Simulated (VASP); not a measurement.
# CsSnI3 (Pm-3m) in VASP: further runs

CsSnI3 is run at these levels: PBEsol, LDA; tasks: single point.

All numbers are computed with VASP 6.6.1; they aren't measurements. Logs are shortened: lines on timing, memory, paths and dates and some standing lists are left out, and cuts for length are marked.

**1. The cell of the first run**

Symmetry: Pm-3m, No. 221, cubic system. Conventional cell: a = 6.164 Å, b = 6.164 Å, c = 6.164 Å, α = 90.00°, β = 90.00°, γ = 90.00°. Within 5.7 Å of Cs (site symmetry m-3m) lie 12 I at 4.36 Å and 8 Sn at 5.34 Å. I (site symmetry 4/mmm) has 2 Sn at 3.08 Å within 4.1 Å. Sn (site symmetry m-3m) has 6 I at 3.08 Å within 4.1 Å.

**2. Single point, PBEsol (volume scaled by 0.98)**

INCAR

```
SYSTEM = CsSnI3
ALGO = Normal
EDIFF = 1E-6
ENCUT = 520
GGA = PS
ISIF = 2
ISMEAR = -1
LASPH = .True.
LCHARG = .False.
LREAL = .False.
LWAVE = .False.
NBANDS = 30
NELM = 80
PREC = Accurate
SIGMA = 0.05
```

KPOINTS

```
k-points
0
Gamma
  5 5 5
  0 0 0
```

POSCAR

```
CsSnI3
1.0
    6.1640497518      0.0000000000      0.0000000000
    0.0000000000      6.1640497518      0.0000000000
    0.0000000000      0.0000000000      6.1640497518
Cs I Sn
1 3 1
Direct
    0.0000000000      0.0000000000      0.0000000000
    0.5000000000      0.5000000000      0.0000000000
    0.5000000000      0.0000000000      0.5000000000
    0.0000000000      0.5000000000      0.5000000000
    0.5000000000      0.5000000000      0.5000000000
```

Potentials or basis: VASP PAW PBE potentials, release 64 (Cs_sv, I, Sn_d).

Started as:

```sh
> cat potpaw_PBE.64/Cs_sv/POTCAR potpaw_PBE.64/I/POTCAR potpaw_PBE.64/Sn_d/POTCAR > POTCAR
> mpirun -np 1 vasp_std > vasp.out
```

OUTCAR:

```text
SYSTEM = CsSnI3
   EDIFF = 1E-6
   ENCUT = 520
   GGA = PS
   ISIF = 2
   ISMEAR = -1
   LASPH = .True.
   LREAL = .False.
   NELM = 80
   PREC = Accurate

 ion  position               nearest neighbor table
   1  0.000  0.000  0.000-
   2  0.500  0.500  0.000-   5 3.08   5 3.08
   3  0.500  0.000  0.500-   5 3.08   5 3.08
   4  0.000  0.500  0.500-   5 3.08   5 3.08
   5  0.500  0.500  0.500-   2 3.08   3 3.08   4 3.08   2 3.08   3 3.08   4 3.08

  LATTYP: Found a simple cubic cell.
 ALAT       =     6.1640497518

  Lattice vectors:

 A1 = (   6.1640497518,   0.0000000000,   0.0000000000)
 A2 = (   0.0000000000,   6.1640497518,   0.0000000000)
 A3 = (   0.0000000000,   0.0000000000,   6.1640497518)

Analysis of symmetry for initial positions (statically):
=====================================================================
 Subroutine PRICEL returns:
 Original cell was already a primitive cell.

 Routine SETGRP: Setting up the symmetry group for a
 simple cubic supercell.

 Subroutine GETGRP returns: Found 48 space group operations
 (whereof 48 operations were pure point group operations)
 out of a pool of 48 trial point group operations.

The static configuration has the point symmetry O_h .

Analysis of symmetry for dynamics (positions and initial velocities):
=====================================================================
 Subroutine PRICEL returns:
 Original cell was already a primitive cell.

 Routine SETGRP: Setting up the symmetry group for a
 simple cubic supercell.

 Subroutine GETGRP returns: Found 48 space group operations
 (whereof 48 operations were pure point group operations)
 out of a pool of 48 trial point group operations.

The dynamic configuration has the point symmetry O_h .

 Subroutine INISYM returns: Found 48 space group operations
 (whereof 48 operations are pure point group operations),
 and found     1 'primitive' translations

----------------------------------------------------------------------------------------

                                     Primitive cell

  volume of cell :     234.2062

  direct lattice vectors                    reciprocal lattice vectors
     6.164049752  0.000000000  0.000000000     0.162231007  0.000000000  0.000000000
     0.000000000  6.164049752  0.000000000     0.000000000  0.162231007  0.000000000
     0.000000000  0.000000000  6.164049752     0.000000000  0.000000000  0.162231007

  length of vectors
     6.164049752  6.164049752  6.164049752     0.162231007  0.162231007  0.162231007

  position of ions in fractional coordinates (direct lattice)
     0.000000000  0.000000000  0.000000000
     0.500000000  0.500000000  0.000000000
     0.500000000  0.000000000  0.500000000
     0.000000000  0.500000000  0.500000000
     0.500000000  0.500000000  0.500000000

  ion indices of the primitive-cell ions
   primitive index   ion index
                 1           1
                 2           2
                 3           3
                 4           4
                 5           5

----------------------------------------------------------------------------------------

 KPOINTS: k-points

Automatic generation of k-mesh.
 Grid dimensions read from file:
 generate k-points for:    5    5    5

 Generating k-lattice:

  Cartesian coordinates                     Fractional coordinates (reciprocal lattice)
     0.032446201  0.000000000  0.000000000     0.200000000  0.000000000  0.000000000
     0.000000000  0.032446201  0.000000000     0.000000000  0.200000000  0.000000000
     0.000000000  0.000000000  0.032446201     0.000000000  0.000000000  0.200000000

  Length of vectors
     0.032446201  0.032446201  0.032446201

  Shift w.r.t. Gamma in fractional coordinates (k-lattice)
     0.000000000  0.000000000  0.000000000

 Subroutine IBZKPT returns following result:
 ===========================================

 Found     10 irreducible k-points:

 Following reciprocal coordinates:
            Coordinates               Weight
  0.000000  0.000000  0.000000      1.000000
  0.200000  0.000000  0.000000      6.000000
  0.400000  0.000000  0.000000      6.000000
  0.200000  0.200000  0.000000     12.000000
  0.400000  0.200000  0.000000     24.000000
  0.400000  0.400000  0.000000     12.000000
  0.200000  0.200000  0.200000      8.000000
  0.400000  0.200000  0.200000     24.000000
  0.400000  0.400000  0.200000     24.000000
  0.400000  0.400000  0.400000      8.000000
   k-points           NKPTS =     10   k-points in BZ     NKDIM =     10   number of bands    NBANDS=     30
   number of dos      NEDOS =    301   number of ions     NIONS =      5
   total plane-waves  NPLWV = 110592
   dimension x,y,z NGX =    48 NGY =   48 NGZ =   48
   dimension x,y,z NGXF=    96 NGYF=   96 NGZF=   96
   ions per type =               1   3   1
   NGX,Y,Z   is equivalent  to a cutoff of  12.95, 12.95, 12.95 a.u.
   NGXF,Y,Z  is equivalent  to a cutoff of  25.89, 25.89, 25.89 a.u.
 SYSTEM =  CsSnI3
   PREC   = accura    normal or accurate (medium, high low for compatibility)
   ISTART =      0    job   : 0-new  1-cont  2-samecut
   ICHARG =      2    charge: 1-file 2-atom 10-const
   ISPIN  =      1    spin polarized calculation?
   LNONCOLLINEAR =      F non collinear calculations
   LSORBIT =      F    spin-orbit coupling
   LASPH  =      T    aspherical Exc in radial PAW
   ENCUT  =  520.0 eV  38.22 Ry    6.18 a.u.  11.46 11.46 11.46*2*pi/ulx,y,z
   NELM   =     80;   NELMIN=  2; NELMDL= -5     # of ELM steps
   EDIFF  = 0.1E-05   stopping-criterion for ELM
   LREAL  =      F    real-space projection
   EDIFFG = 0.1E-04   stopping-criterion for IOM
   NSW    =      0    number of steps for IOM
   IBRION =     -1    ionic relax: 0-MD 1-quasi-New 2-CG
   NFREE  =      0    steps in history (QN), initial steepest desc. (CG)
   ISIF   =      2    stress and relaxation
   ISYM   =      2    0-nonsym 1-usesym 2-fastsym
   POTIM  = 0.5000    time-step for ionic-motion
   TEBEG  =    0.0;   TEEND  =   0.0 temperature during run
   PSTRESS=    0.0 pullay stress
   NELECT =      44.0000    total number of electrons
   NUPDOWN=      -1.0000    fix difference up-down
   EMIN   =  10.00;   EMAX   =-10.00  energy-range for DOS
   EFERMI =   0.00;   METHOD = LEGACY
   ISMEAR =    -1;   SIGMA  =   0.05  broadening in eV -4-tet -1-fermi 0-gaus
   EFERMI_NEDOS =   21; number of points for ismear=-14 and -15
   IALGO  =     38    algorithm
   IMIX   =      4    mixing-type and parameters
     AMIX     =   0.40;   BMIX     =  1.00
     AMIX_MAG =   1.60;   BMIX_MAG =  1.00
  volume/ion in A,a.u.               =      46.84       316.10
  Fermi-wavevector in a.u.,A,eV,Ry     =   0.937619  1.771842 11.961274  0.879129
  Thomas-Fermi vector in A             =   2.064748
   LORBIT       =      0    0 simple, 1 ext, 2 COOP (PROOUT), +10 PAW based schemes
   GGA     = PS    functional components
   LHFCALC =     F    Hartree Fock is set to
   AEXX    =    0.0000 exact exchange contribution
   IVDW    =     0    specifies the selected vdW correction
   LEPSILON=     F    determine dielectric tensor
   LRPA    =     F    only Hartree local field effects (RPA)
 non-spin polarized calculation
  energy-cutoff  :      520.00
  volume of cell :      234.21
 maximum number of plane-waves:      6355
 NGX is ok and might be reduce to    48
   NGX = 23   NGY = 23   NGZ = 23

 number of electron      43.9999997 magnetization

 Free energy of the ion-electron system (eV)
  ---------------------------------------------------
  ext. energy  EPLUGINS =         0.00000000
  ---------------------------------------------------
  free energy    TOTEN  =       -15.12183022 eV

  energy without entropy =      -15.12183021  energy(sigma->0) =      -15.12183022

 E-fermi :   2.8788     XC(G=0):  -7.7754

 val. band max:        2.0442488903   @ k =   0.4000   0.4000   0.4000
 cond. band min:       3.7484167729   @ k =   0.4000   0.4000   0.4000
 fundamental gap:      1.7041678825
 Fermi energy:         2.8788050518

 k-point     1 :       0.0000    0.0000    0.0000
  band No.  band energies     occupation
      1     -19.3364      2.00000
      2     -19.0210      2.00000
      3     -19.0210      2.00000
      4     -18.9961      2.00000
      5     -18.9961      2.00000
      6     -18.9961      2.00000
[... 22 lines left out ...]
     29       7.7336      0.00000
     30       7.7336      0.00000

 k-point     2 :       0.2000    0.0000    0.0000
  band No.  band energies     occupation
      1     -19.3362      2.00000
      2     -19.0210      2.00000
      3     -19.0204      2.00000
      4     -18.9962      2.00000
      5     -18.9962      2.00000
      6     -18.9961      2.00000
[... 22 lines left out ...]
     29       6.6010      0.00000
     30       7.6348      0.00000

 k-point     3 :       0.4000    0.0000    0.0000
  band No.  band energies     occupation
      1     -19.3359      2.00000
      2     -19.0210      2.00000
      3     -19.0193      2.00000
      4     -18.9963      2.00000
      5     -18.9963      2.00000
      6     -18.9961      2.00000
[... 22 lines left out ...]
     29       7.2702      0.00000
     30       7.4302      0.00000

 k-point     4 :       0.2000    0.2000    0.0000
  band No.  band energies     occupation
      1     -19.3361      2.00000
      2     -19.0207      2.00000
      3     -19.0200      2.00000
      4     -18.9963      2.00000
      5     -18.9962      2.00000
      6     -18.9962      2.00000
[... 22 lines left out ...]
     29       6.7733      0.00000
     30       7.2266      0.00000

 k-point     5 :       0.4000    0.2000    0.0000
  band No.  band energies     occupation
      1     -19.3358      2.00000
      2     -19.0206      2.00000
      3     -19.0191      2.00000
      4     -18.9964      2.00000
      5     -18.9963      2.00000
      6     -18.9962      2.00000
[... 22 lines left out ...]
     29       7.2552      0.00000
     30       7.6207      0.00000

 k-point     6 :       0.4000    0.4000    0.0000
  band No.  band energies     occupation
      1     -19.3356      2.00000
      2     -19.0202      2.00000
      3     -19.0185      2.00000
      4     -18.9965      2.00000
      5     -18.9963      2.00000
      6     -18.9963      2.00000
[... 22 lines left out ...]
     29       7.6700      0.00000
     30       7.7396      0.00000

 k-point     7 :       0.2000    0.2000    0.2000
  band No.  band energies     occupation
      1     -19.3359      2.00000
      2     -19.0200      2.00000
      3     -19.0200      2.00000
      4     -18.9963      2.00000
      5     -18.9963      2.00000
      6     -18.9963      2.00000
[... 22 lines left out ...]
     29       7.2661      0.00000
     30       7.3689      0.00000

 k-point     8 :       0.4000    0.2000    0.2000
  band No.  band energies     occupation
      1     -19.3356      2.00000
      2     -19.0200      2.00000
      3     -19.0190      2.00000
      4     -18.9964      2.00000
      5     -18.9964      2.00000
      6     -18.9963      2.00000
[... 22 lines left out ...]
     29       7.5362      0.00000
     30       7.8553      0.00000

 k-point     9 :       0.4000    0.4000    0.2000
  band No.  band energies     occupation
      1     -19.3354      2.00000
      2     -19.0195      2.00000
      3     -19.0184      2.00000
      4     -18.9965      2.00000
      5     -18.9964      2.00000
      6     -18.9964      2.00000
[... 22 lines left out ...]
     29       7.3179      0.00000
     30       7.7759      0.00000

 k-point    10 :       0.4000    0.4000    0.4000
  band No.  band energies     occupation
      1     -19.3352      2.00000
      2     -19.0184      2.00000
      3     -19.0184      2.00000
      4     -18.9965      2.00000
      5     -18.9965      2.00000
      6     -18.9965      2.00000
[... 22 lines left out ...]
     29       6.9895      0.00000
     30       8.0356      0.00000

------------------------ aborting loop because EDIFF is reached ----------------------------------------

  FORCE on cell =-STRESS in cart. coord.  units (eV):
  Direction    XX          YY          ZZ          XY          YZ          ZX
  --------------------------------------------------------------------------------------
  -------------------------------------------------------------------------------------
  Total       -0.5478651     -0.5478651     -0.5478651     -0.0000000      0.0000000     -0.0000000
  in kB       -3.7478809     -3.7478809     -3.7478809     -0.0000000      0.0000000     -0.0000000
  external PRESSURE =      -3.7478809 kB  Pullay stress =       0.0000000 kB

 VOLUME and BASIS-vectors are now :
 -----------------------------------------------------------------------------
  energy-cutoff  :      520.00
  volume of cell :      234.21
      direct lattice vectors                 reciprocal lattice vectors
     6.164049752  0.000000000  0.000000000     0.162231007  0.000000000  0.000000000
     0.000000000  6.164049752  0.000000000     0.000000000  0.162231007  0.000000000
     0.000000000  0.000000000  6.164049752     0.000000000  0.000000000  0.162231007

 POSITION                                       TOTAL-FORCE (eV/Angst)
 -----------------------------------------------------------------------------------
      0.00000      0.00000      0.00000         0.000000      0.000000      0.000000
      3.08202      3.08202      0.00000         0.000000      0.000000      0.000000
      3.08202      0.00000      3.08202         0.000000      0.000000      0.000000
      0.00000      3.08202      3.08202         0.000000      0.000000      0.000000
      3.08202      3.08202      3.08202         0.000000      0.000000      0.000000
 -----------------------------------------------------------------------------------
    total drift:                                0.000000     -0.000000     -0.000000

  FREE ENERGIE OF THE ION-ELECTRON SYSTEM (eV)
  ---------------------------------------------------
  free  energy   TOTEN  =       -15.1218302248 eV

  energy  without entropy=      -15.1218302116  energy(sigma->0) =      -15.12183022
```

Run time: 49 s. Hardware: 1 thread of Intel Xeon 6975P-C (Granite Rapids), shared host; peak memory 0.34 GiB.

What came out:

```yaml
Free_energy: -15.1218 eV
Pressure: -0.4 GPa
Band_gap_on_the_k_mesh: 1.70 eV, direct
```

Caveat: the cell differs from its parent crystal (volume scaled by 0.98); the PAW data sets were made with another functional, which shifts forces and pressure a little; spin-orbit coupling is left out, which moves the levels of the heavy elements.

**3. Single point, LDA**

This run uses another cell than the first one, of 47.80 Å³/atom, 1.020 times its volume.

INCAR

```
SYSTEM = CsSnI3
PREC = Accurate ; ENCUT = 520
EDIFF = 1E-6 ; ISMEAR = -1
SIGMA = 0.05 ; LREAL = .False.
LASPH = .True. ; NELM = 60
ALGO = Normal ; ISIF = 2
LWAVE = .False. ; LCHARG = .True.
LELF = .True. ; LVHAR = .True.
NBANDS = 30
```

KPOINTS

```
Automatic mesh
0
Gamma
  5 5 5
  0 0 0
```

POSCAR, as its differences from that of step 2:

```diff
@@ -2,5 +2,5 @@
 1.0
-    6.1640497518      0.0000000000      0.0000000000
-    0.0000000000      6.1640497518      0.0000000000
-    0.0000000000      0.0000000000      6.1640497518
+    6.2057000000      0.0000000000      0.0000000000
+    0.0000000000      6.2057000000      0.0000000000
+    0.0000000000      0.0000000000      6.2057000000
 Cs I Sn
```

Potentials or basis: VASP PAW LDA potentials, release 64 (Cs_sv, I, Sn_d).

Started as:

```sh
> cat potpaw_LDA.64/Cs_sv/POTCAR potpaw_LDA.64/I/POTCAR potpaw_LDA.64/Sn_d/POTCAR > POTCAR
> mpirun -np 1 vasp_std > vasp.out
```

Wall time 40 s (1 thread of Intel Xeon 6975P-C (Granite Rapids), shared host); peak memory 0.29 GiB.

It converged, with:

```yaml
Free_energy: -16.0435 eV
Pressure: -1.6 GPa
Band_gap_on_the_k_mesh: 1.73 eV, direct
```

Levels at points of the mesh, in eV from the valence-band top:
```csv
k point,band 20,band 21,band 22,band 23,band 24,band 25
"(0.00, 0.00, 0.00)",-1.20,-1.20,-1.20,2.84,3.86,3.86
```

Caveat: spin-orbit coupling is left out, which moves the levels of the heavy elements.

**4. Single point, LDA (volume scaled by 1.02)**

INCAR

```
SYSTEM = CsSnI3
PREC = Accurate
ENCUT = 520
EDIFF = 1E-7
ISMEAR = -1
SIGMA = 0.05
LREAL = .FALSE.
LASPH = .TRUE.
NELM = 80
ALGO = Normal
ISIF = 2
LWAVE = .FALSE.
LCHARG = .FALSE.
GGA = CA
NBANDS = 30
```

KPOINTS

```
regular mesh
0
G
  5 5 5
  0 0 0
```

POSCAR, as its differences from that of step 3:

```diff
@@ -2,5 +2,5 @@
 1.0
-    6.2057000000      0.0000000000      0.0000000000
-    0.0000000000      6.2057000000      0.0000000000
-    0.0000000000      0.0000000000      6.2057000000
+    6.2467985487      0.0000000000      0.0000000000
+    0.0000000000      6.2467985487      0.0000000000
+    0.0000000000      0.0000000000      6.2467985487
 Cs I Sn
```

Started as:

```sh
> cat potpaw_LDA.64/Cs_sv/POTCAR potpaw_LDA.64/I/POTCAR potpaw_LDA.64/Sn_d/POTCAR > POTCAR
> mpirun -np 1 vasp_std > vasp.out
```

Wall time 53 s (1 thread of Intel Xeon 6975P-C (Granite Rapids), shared host); peak memory 0.29 GiB.

Results (log left out):

```
Free energy            : -15.9936 eV
Pressure               : -1.8 GPa
Band gap on the k mesh : 1.75 eV, direct
```

Levels at points of the mesh, in eV from the valence-band top:
```csv
k point,band 20,band 21,band 22,band 23,band 24,band 25
"(0.00, 0.00, 0.00)",-1.13,-1.13,-1.13,2.88,3.94,3.94
```

Caveat: the cell differs from its parent crystal (volume scaled by 1.02); spin-orbit coupling is left out, which moves the levels of the heavy elements. A k mesh can miss the band edges.

**5. Single point, LDA (volume scaled by 1.04)**

INCAR

```
SYSTEM = CsSnI3
  PREC = Accurate
  ENCUT = 520
  EDIFF = 1E-6
  ISMEAR = -1
  SIGMA = 0.05
  LREAL = .False.
  LASPH = .True.
  NELM = 100
  ALGO = Normal
  ISIF = 2
  LWAVE = .False.
  LCHARG = .False.
  NBANDS = 30
```

KPOINTS

```
regular mesh
0
Gamma
  5 5 5
  0 0 0
```

POSCAR, as its differences from that of step 4:

```diff
@@ -2,5 +2,5 @@
 1.0
-    6.2467985487      0.0000000000      0.0000000000
-    0.0000000000      6.2467985487      0.0000000000
-    0.0000000000      0.0000000000      6.2467985487
+    6.2873633123      0.0000000000      0.0000000000
+    0.0000000000      6.2873633123      0.0000000000
+    0.0000000000      0.0000000000      6.2873633123
 Cs I Sn
```

Started as:

```sh
> cat potpaw_LDA.64/Cs_sv/POTCAR potpaw_LDA.64/I/POTCAR potpaw_LDA.64/Sn_d/POTCAR > POTCAR
> mpirun -np 1 vasp_std > vasp.out
```

Run time: 40 s. Hardware: 1 thread of Intel Xeon 6975P-C (Granite Rapids), shared host; peak memory 0.29 GiB.

It converged, with:

| Item | Value |
| --- | --- |
| Free energy | -15.9366 eV |
| Pressure | -2.0 GPa |
| Band gap on the k mesh | 1.76 eV, direct |

Levels at points of the mesh, in eV from the valence-band top:
```csv
k point,band 20,band 21,band 22,band 23,band 24,band 25
"(0.00, 0.00, 0.00)",-1.06,-1.06,-1.06,2.93,4.02,4.02
```

Caveat: the cell differs from its parent crystal (volume scaled by 1.04); spin-orbit coupling is left out, which moves the levels of the heavy elements. A k mesh can miss the band edges.

**6. The runs side by side**

```tsv
level	potentials or basis	cell	gap on the mesh (eV)	pressure (GPa)
PBEsol	VASP PAW PBE potentials, release 64 (Cs_sv, I, Sn_d)	a = 6.164 Å, 5 atoms	1.70	-0.4
LDA	VASP PAW LDA potentials, release 64 (Cs_sv, I, Sn_d)	a = 6.206 Å, 5 atoms	1.73	-1.6
LDA	VASP PAW LDA potentials, release 64 (Cs_sv, I, Sn_d)	a = 6.247 Å, 5 atoms	1.75	-1.8
LDA	VASP PAW LDA potentials, release 64 (Cs_sv, I, Sn_d)	a = 6.287 Å, 5 atoms	1.76	-2.0
```

Alike in all rows: task single point; no spin polarisation; k mesh 5 × 5 × 5; cutoff (eV) 520; smearing fermi-dirac 0.05 eV.

Caveats: spin-orbit coupling is left out, which moves the levels of the heavy elements; the PAW data sets were made with another functional, which shifts forces and pressure a little (some runs).

Absolute energies hang on the potentials; compare differences alone.
